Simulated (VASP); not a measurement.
Input of a VASP 6.6.1 run:

The input POSCAR:

```
La
1.0
    0.0000000000      3.6965376151      3.6965376151
    3.6965376151      0.0000000000      3.6965376151
    3.6965376151      3.6965376151      0.0000000000
La
2
Direct
    0.1250000000      0.1250000000      0.1250000000
    0.8750000000      0.8750000000      0.8750000000
```

INCAR.step1

```
ALGO = Normal ; EDIFF = 1E-5
EDIFFG = -0.005 ; ENCUT = 550
GGA = PE ; GGA_COMPAT = False
IBRION = 2 ; ISIF = 3
ISMEAR = -1 ; LASPH = True
LCHARG = False ; LMAXMIX = 6
LREAL = False ; LWAVE = True
NELM = 200 ; NELMIN = 4
NSW = 100 ; PREC = Accurate
SIGMA = 0.1
```

Contents of INCAR.step2:

```
ALGO = Normal ; EDIFF = 1E-7
EDIFFG = -0.01 ; ENCUT = 550
GGA_COMPAT = False ; IBRION = 2
ISIF = 3 ; ISMEAR = -1
ISTART = 1 ; LASPH = True
LCHARG = False ; LMAXMIX = 6
LMIXTAU = True ; LREAL = False
LWAVE = False ; METAGGA = R2SCAN
NELM = 200 ; NELMIN = 4
NSW = 80 ; PREC = Accurate
SIGMA = 0.1
```

Contents of KPOINTS:

```
k-points
0
Gamma
  8 8 8
```

Potentials or basis: VASP PAW PBE potentials, release 64 (La).

The run is started by

```bash
$ cat potpaw_PBE.64/La/POTCAR > POTCAR
$ cp INCAR.step1 INCAR
$ mpirun -np 1 vasp_std > vasp.out
$ cp INCAR.step2 INCAR
$ mpirun -np 1 vasp_std > vasp.out
```

Problem. What does it give for the space group after relaxing (to 0.1 Å)?

Solution. Fd-3m (No. 227).

Problem. Estimate the relaxed volume.

Solution. 37.00 Å³/atom.

Problem. Predict the band gap on the k mesh.

Solution. Zero (bands 11 and 12 overlap by 0.35 eV).

Final structure:
```
CELL_PARAMETERS angstrom
0.00000 3.33215 3.33215
3.33215 0.00000 3.33215
3.33215 3.33215 0.00000
ATOMIC_POSITIONS crystal
La 0.12500 0.12500 0.12500
La 0.87500 0.87500 0.87500
```

Caveat: the volume moved by over 15 % at a fixed basis, so the end points are rough; the PAW data sets were made with another functional, which shifts forces and pressure a little; spin-orbit coupling is left out, which moves the levels of the heavy elements.
